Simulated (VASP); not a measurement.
# Al7P8 (a cell with a defect) in VASP: single point with PBE

Aim: the single point of Al7P8 (a cell with a defect) with PBE.

Program: VASP 6.6.1. These are calculated values, not measurements. Logs are shortened: lines on timing, memory, paths and dates and some standing lists are left out, and cuts for length are marked.

### Step 1. The cell of the first run

The cell holds a defect, 15 atoms: a = 7.787 Å, b = 7.787 Å, c = 7.787 Å, α = 60.00°, β = 60.00°, γ = 60.00°.

### Step 2. Single point, PBE (Al vacancy, atom 1 moved a little way towards it, host rigid)

The input, INCAR:

```
SYSTEM = Al7P8
ALGO = Normal
EDIFF = 1E-6
ENCUT = 400
GGA = PE
GGA_COMPAT = .FALSE.
ISIF = 2
ISMEAR = 0
LASPH = .TRUE.
LCHARG = .FALSE.
LREAL = .FALSE.
LWAVE = .FALSE.
NBANDS = 44
NELECT = 64.0
NELM = 120
PREC = Accurate
SIGMA = 0.05
```

The input, KPOINTS:

```
k-points
0
G
  4 4 4
  0 0 0
```

The input, POSCAR:

```
Al7P8
1.0
    0.0000000000      5.5065207351     -5.5065207351
    5.5065207351      5.5065207351      0.0000000000
    5.5065207351      0.0000000000     -5.5065207351
Al P
7 8
Direct
   -0.0128412625      0.3500000000      0.5128412625
    0.5000000000      0.0000000000      0.5000000000
    0.5000000000      0.5000000000      0.5000000000
    0.0000000000      0.0000000000      1.0000000000
    0.0000000000      0.5000000000      1.0000000000
    0.5000000000      0.0000000000      1.0000000000
    0.5000000000      0.5000000000      1.0000000000
    0.1250000000      0.1250000000      0.1250000000
    0.1250000000      0.6250000000      0.1250000000
    0.6250000000      0.1250000000      0.1250000000
    0.6250000000      0.6250000000      0.1250000000
    0.1250000000      0.1250000000      0.6250000000
    0.1250000000      0.6250000000      0.6250000000
    0.6250000000      0.1250000000      0.6250000000
    0.6250000000      0.6250000000      0.6250000000
```

Potentials or basis: VASP PAW PBE potentials, release 64 (Al, P).

Command:

```console
cat potpaw_PBE.64/Al/POTCAR potpaw_PBE.64/P/POTCAR > POTCAR
mpirun -np 1 vasp_std > vasp.out
```

OUTCAR:

```text
SYSTEM = Al7P8
   EDIFF = 1E-6
   ENCUT = 400
   GGA = PE
   ISIF = 2
   ISMEAR = 0
   LASPH = .TRUE.
   LREAL = .FALSE.
   NELECT = 64.0
   NELM = 120
   PREC = Accurate

 ion  position               nearest neighbor table
   1  0.987  0.350  0.513-  12 1.58  15 2.58   9 2.73
   2  0.500  0.000  0.500-  10 2.38  12 2.38  15 2.38  14 2.38
   3  0.500  0.500  0.500-  11 2.38  13 2.38  14 2.38  15 2.38
   4  0.000  0.000  0.000-   9 2.38  10 2.38  12 2.38   8 2.38
   5  0.000  0.500  0.000-   8 2.38  11 2.38  13 2.38   9 2.38
   6  0.500  0.000  0.000-   8 2.38  11 2.38  14 2.38  10 2.38
   7  0.500  0.500  0.000-   9 2.38  10 2.38  15 2.38  11 2.38
   8  0.125  0.125  0.125-   5 2.38   6 2.38   4 2.38
   9  0.125  0.625  0.125-   4 2.38   7 2.38   5 2.38   1 2.73
  10  0.625  0.125  0.125-   2 2.38   4 2.38   7 2.38   6 2.38
  11  0.625  0.625  0.125-   3 2.38   5 2.38   6 2.38   7 2.38
  12  0.125  0.125  0.625-   1 1.58   2 2.38   4 2.38
  13  0.125  0.625  0.625-   3 2.38   5 2.38
  14  0.625  0.125  0.625-   3 2.38   6 2.38   2 2.38
  15  0.625  0.625  0.625-   2 2.38   7 2.38   3 2.38   1 2.58

  LATTYP: Found a face centered cubic cell.
 ALAT       =    11.0130414702

  Lattice vectors:

 A1 = (   0.0000000000,   5.5065207351,  -5.5065207351)
 A2 = (   5.5065207351,   5.5065207351,   0.0000000000)
 A3 = (   5.5065207351,   0.0000000000,  -5.5065207351)

Analysis of symmetry for initial positions (statically):
=====================================================================
 Subroutine PRICEL returns:
 Original cell was already a primitive cell.

 Routine SETGRP: Setting up the symmetry group for a
 face centered cubic supercell.

 Subroutine GETGRP returns: Found  1 space group operations
 (whereof  1 operations were pure point group operations)
 out of a pool of 48 trial point group operations.

The static configuration has the point symmetry C_1 .

Analysis of symmetry for dynamics (positions and initial velocities):
=====================================================================
 Subroutine PRICEL returns:
 Original cell was already a primitive cell.

 Routine SETGRP: Setting up the symmetry group for a
 face centered cubic supercell.

 Subroutine GETGRP returns: Found  1 space group operations
 (whereof  1 operations were pure point group operations)
 out of a pool of 48 trial point group operations.

The dynamic configuration has the point symmetry C_1 .

 Subroutine INISYM returns: Found  1 space group operations
 (whereof  1 operations are pure point group operations),
 and found     1 'primitive' translations

----------------------------------------------------------------------------------------

                                     Primitive cell

  volume of cell :     333.9349

  direct lattice vectors                    reciprocal lattice vectors
     0.000000000  5.506520735 -5.506520735    -0.090801438  0.090801438 -0.090801438
     5.506520735  5.506520735  0.000000000     0.090801438  0.090801438  0.090801438
     5.506520735  0.000000000 -5.506520735     0.090801438 -0.090801438 -0.090801438

  length of vectors
     7.787396305  7.787396305  7.787396305     0.157272704  0.157272704  0.157272704

  position of ions in fractional coordinates (direct lattice)
     0.987158738  0.350000000  0.512841262
     0.500000000  0.000000000  0.500000000
     0.500000000  0.500000000  0.500000000
     0.000000000  0.000000000  0.000000000
     0.000000000  0.500000000  0.000000000
     0.500000000  0.000000000  0.000000000
     0.500000000  0.500000000  0.000000000
     0.125000000  0.125000000  0.125000000
     0.125000000  0.625000000  0.125000000
     0.625000000  0.125000000  0.125000000
     0.625000000  0.625000000  0.125000000
     0.125000000  0.125000000  0.625000000
     0.125000000  0.625000000  0.625000000
     0.625000000  0.125000000  0.625000000
     0.625000000  0.625000000  0.625000000

  ion indices of the primitive-cell ions
   primitive index   ion index
                 1           1
                 2           2
                 3           3
                 4           4
                 5           5
                 6           6
                 7           7
                 8           8
                 9           9
                10          10
                11          11
                12          12
                13          13
                14          14
                15          15

----------------------------------------------------------------------------------------

 KPOINTS: k-points

Automatic generation of k-mesh.
 Grid dimensions read from file:
 generate k-points for:    4    4    4

 Generating k-lattice:

  Cartesian coordinates                     Fractional coordinates (reciprocal lattice)
    -0.022700359  0.022700359 -0.022700359     0.250000000  0.000000000  0.000000000
     0.022700359  0.022700359  0.022700359     0.000000000  0.250000000  0.000000000
     0.022700359 -0.022700359 -0.022700359     0.000000000  0.000000000  0.250000000

  Length of vectors
     0.039318176  0.039318176  0.039318176

  Shift w.r.t. Gamma in fractional coordinates (k-lattice)
     0.000000000  0.000000000  0.000000000

 Subroutine IBZKPT returns following result:
 ===========================================

 Found     36 irreducible k-points:

 Following reciprocal coordinates:
            Coordinates               Weight
  0.000000  0.000000  0.000000      1.000000
  0.250000  0.000000  0.000000      2.000000
  0.000000  0.250000  0.000000      2.000000
  0.000000  0.000000  0.250000      2.000000
  0.250000  0.250000  0.250000      2.000000
  0.500000  0.000000  0.000000      1.000000
[... 16 lines left out ...]
  0.250000  0.500000  0.500000      2.000000
  0.500000  0.000000  0.250000      2.000000
 [... further k-points ...]
   k-points           NKPTS =     36   k-points in BZ     NKDIM =     36   number of bands    NBANDS=     44
   number of dos      NEDOS =    301   number of ions     NIONS =     15
   total plane-waves  NPLWV = 157464
   dimension x,y,z NGX =    54 NGY =   54 NGZ =   54
   dimension x,y,z NGXF=   108 NGYF=  108 NGZF=  108
   ions per type =               7   8
   NGX,Y,Z   is equivalent  to a cutoff of  11.53, 11.53, 11.53 a.u.
   NGXF,Y,Z  is equivalent  to a cutoff of  23.06, 23.06, 23.06 a.u.
 SYSTEM =  Al7P8
   PREC   = accura    normal or accurate (medium, high low for compatibility)
   ISTART =      0    job   : 0-new  1-cont  2-samecut
   ICHARG =      2    charge: 1-file 2-atom 10-const
   ISPIN  =      1    spin polarized calculation?
   LNONCOLLINEAR =      F non collinear calculations
   LSORBIT =      F    spin-orbit coupling
   LASPH  =      T    aspherical Exc in radial PAW
   ENCUT  =  400.0 eV  29.40 Ry    5.42 a.u.  12.70 12.70 12.70*2*pi/ulx,y,z
   NELM   =    120;   NELMIN=  2; NELMDL= -5     # of ELM steps
   EDIFF  = 0.1E-05   stopping-criterion for ELM
   LREAL  =      F    real-space projection
   EDIFFG = 0.1E-04   stopping-criterion for IOM
   NSW    =      0    number of steps for IOM
   IBRION =     -1    ionic relax: 0-MD 1-quasi-New 2-CG
   NFREE  =      0    steps in history (QN), initial steepest desc. (CG)
   ISIF   =      2    stress and relaxation
   ISYM   =      2    0-nonsym 1-usesym 2-fastsym
   POTIM  = 0.5000    time-step for ionic-motion
   TEBEG  =    0.0;   TEEND  =   0.0 temperature during run
   PSTRESS=    0.0 pullay stress
   NELECT =      64.0000    total number of electrons
   NUPDOWN=      -1.0000    fix difference up-down
   EMIN   =  10.00;   EMAX   =-10.00  energy-range for DOS
   EFERMI =   0.00;   METHOD = LEGACY
   ISMEAR =     0;   SIGMA  =   0.05  broadening in eV -4-tet -1-fermi 0-gaus
   EFERMI_NEDOS =   21; number of points for ismear=-14 and -15
   IALGO  =     38    algorithm
   IMIX   =      4    mixing-type and parameters
     AMIX     =   0.40;   BMIX     =  1.00
     AMIX_MAG =   1.60;   BMIX_MAG =  1.00
  volume/ion in A,a.u.               =      22.26       150.23
  Fermi-wavevector in a.u.,A,eV,Ry     =   0.943874  1.783664 12.121415  0.890899
  Thomas-Fermi vector in A             =   2.071624
   LORBIT       =      0    0 simple, 1 ext, 2 COOP (PROOUT), +10 PAW based schemes
   GGA     = PE    functional components
   LHFCALC =     F    Hartree Fock is set to
   AEXX    =    0.0000 exact exchange contribution
   IVDW    =     0    specifies the selected vdW correction
   LEPSILON=     F    determine dielectric tensor
   LRPA    =     F    only Hartree local field effects (RPA)
 non-spin polarized calculation
 Gauss-broadening in eV      SIGMA  =   0.05
  energy-cutoff  :      400.00
  volume of cell :      333.93
 maximum number of plane-waves:      6102
 NGX is ok and might be reduce to    54
   NGX = 25   NGY = 25   NGZ = 25

 number of electron      64.0000018 magnetization

 Free energy of the ion-electron system (eV)
  ---------------------------------------------------
  ext. energy  EPLUGINS =         0.00000000
  ---------------------------------------------------
  free energy    TOTEN  =       -52.32020807 eV

  energy without entropy =      -52.31614774  energy(sigma->0) =      -52.31817790

 E-fermi :   5.2337     XC(G=0):  -9.0673

 val. band max:        5.2116350854   @ k =   0.0000   0.2500   0.0000
 cond. band min:       5.2374273190   @ k =   0.0000   0.0000   0.5000
 fundamental gap:      0.0257922336
 Fermi energy:         5.2336940434

 k-point     1 :       0.0000    0.0000    0.0000
  band No.  band energies     occupation
      1      -7.9174      2.00000
      2      -6.8253      2.00000
      3      -6.4723      2.00000
      4      -6.1075      2.00000
      5      -5.9311      2.00000
      6      -5.3090      2.00000
[... 36 lines left out ...]
     43       7.4988      0.00000
     44       7.8268      0.00000

 k-point     2 :       0.2500    0.0000    0.0000
  band No.  band energies     occupation
      1      -7.7768      2.00000
      2      -6.9388      2.00000
      3      -6.4878      2.00000
      4      -6.1988      2.00000
      5      -6.0082      2.00000
      6      -5.3557      2.00000
[... 36 lines left out ...]
     43       7.8324      0.00000
     44       8.1271      0.00000

 k-point     3 :       0.0000    0.2500    0.0000
  band No.  band energies     occupation
      1      -7.7718      2.00000
      2      -6.8704      2.00000
      3      -6.6291      2.00000
      4      -6.1345      2.00000
      5      -5.9777      2.00000
      6      -5.4129      2.00000
[... 36 lines left out ...]
     43       7.8001      0.00000
     44       7.8643      0.00000

 k-point     4 :       0.0000    0.0000    0.2500
  band No.  band energies     occupation
      1      -7.7738      2.00000
      2      -6.9439      2.00000
      3      -6.4968      2.00000
      4      -6.2297      2.00000
      5      -5.9554      2.00000
      6      -5.3670      2.00000
[... 882 lines left out ...]
     43       8.3106      0.00000
     44       8.3828      0.00000

 k-point    23 :       0.2500    0.5000    0.5000
  band No.  band energies     occupation
      1      -7.5422      2.00000
      2      -6.8958      2.00000
      3      -6.8249      2.00000
      4      -6.2972      2.00000
      5      -6.0122      2.00000
      6      -5.4388      2.00000
[... 36 lines left out ...]
     43       8.5357      0.00000
     44       8.6927      0.00000

 k-point    24 :       0.5000    0.0000    0.2500
  band No.  band energies     occupation
      1      -7.4855      2.00000
      2      -7.0869      2.00000
      3      -6.6186      2.00000
      4      -6.3873      2.00000
      5      -6.0531      2.00000
      6      -5.5090      2.00000
[... 36 lines left out ...]
     43       8.4128      0.00000
     44       8.6832      0.00000

 [... further k-points ...]
[... 5 lines left out ...]
  --------------------------------------------------------------------------------------
  -------------------------------------------------------------------------------------
  Total       27.9981199     24.6423486     59.1713066      4.9454342     12.1151232     15.5814526
  in kB      134.3314243    118.2308596    283.8964155     23.7275651     58.1268226     74.7578309
  external PRESSURE =     178.8195665 kB  Pullay stress =       0.0000000 kB

 VOLUME and BASIS-vectors are now :
 -----------------------------------------------------------------------------
  energy-cutoff  :      400.00
  volume of cell :      333.93
      direct lattice vectors                 reciprocal lattice vectors
     0.000000000  5.506520735 -5.506520735    -0.090801438  0.090801438 -0.090801438
     5.506520735  5.506520735  0.000000000     0.090801438  0.090801438  0.090801438
     5.506520735  0.000000000 -5.506520735     0.090801438 -0.090801438 -0.090801438

 POSITION                                       TOTAL-FORCE (eV/Angst)
 -----------------------------------------------------------------------------------
      4.75125      7.36309     -8.25978        12.787091     10.456007     26.861283
      2.75326      2.75326     -5.50652         0.667887      0.330893     -0.734564
      5.50652      5.50652     -5.50652         0.849513     -1.534198      0.385111
      0.00000      0.00000      0.00000         0.236808      0.634314     -0.815631
      2.75326      2.75326      0.00000        -1.463389      0.899289      0.278681
      0.00000      2.75326     -2.75326        -0.150450     -0.199284      1.347292
      2.75326      5.50652     -2.75326         0.198082      0.062489      0.526090
      1.37663      1.37663     -1.37663         0.192049     -0.393521     -0.196269
      4.12989      4.12989     -1.37663         0.116175     -0.925602     -0.589408
      1.37663      4.12989     -4.12989        -0.052985     -0.051072      0.025913
      4.12989      6.88315     -4.12989         0.022092      0.044273     -0.114732
      4.12989      1.37663     -4.12989       -12.171503     -9.509039    -26.096695
      6.88315      4.12989     -4.12989         0.004412     -0.014517     -0.017108
      4.12989      4.12989     -6.88315        -0.380499      0.230818     -0.219450
      6.88315      6.88315     -6.88315        -0.855282     -0.030851     -0.640514
 -----------------------------------------------------------------------------------
    total drift:                               -0.000005     -0.000040      0.000328

  FREE ENERGIE OF THE ION-ELECTRON SYSTEM (eV)
  ---------------------------------------------------
  free  energy   TOTEN  =       -52.3202080679 eV

  energy  without entropy=      -52.3161477365  energy(sigma->0) =      -52.31817790
```

Wall time 6 min (1 thread of Intel Xeon 6975P-C (Granite Rapids), shared host); peak memory 0.53 GiB.

What came out:

```yaml
Free_energy: -52.3202 eV
Largest_force: 31.534 eV/Å
```

Forces in eV/Å, atoms in the order of the input:
```
Al   12.787  10.456  26.861
Al    0.668   0.331  -0.735
Al    0.850  -1.534   0.385
Al    0.237   0.634  -0.816
Al   -1.463   0.899   0.279
Al   -0.150  -0.199   1.347
Al    0.198   0.062   0.526
P     0.192  -0.394  -0.196
P     0.116  -0.926  -0.589
P    -0.053  -0.051   0.026
P     0.022   0.044  -0.115
P   -12.172  -9.509 -26.097
P     0.004  -0.015  -0.017
P    -0.380   0.231  -0.219
P    -0.855  -0.031  -0.641
```

Caveat: the cell carries a net charge on a neutralising background, which shifts energy and pressure; the cell differs from its parent crystal (Al vacancy, atom 1 moved a little way towards it, host rigid); the cell is charged against a uniform background, so pressure and absolute levels hang on convention.
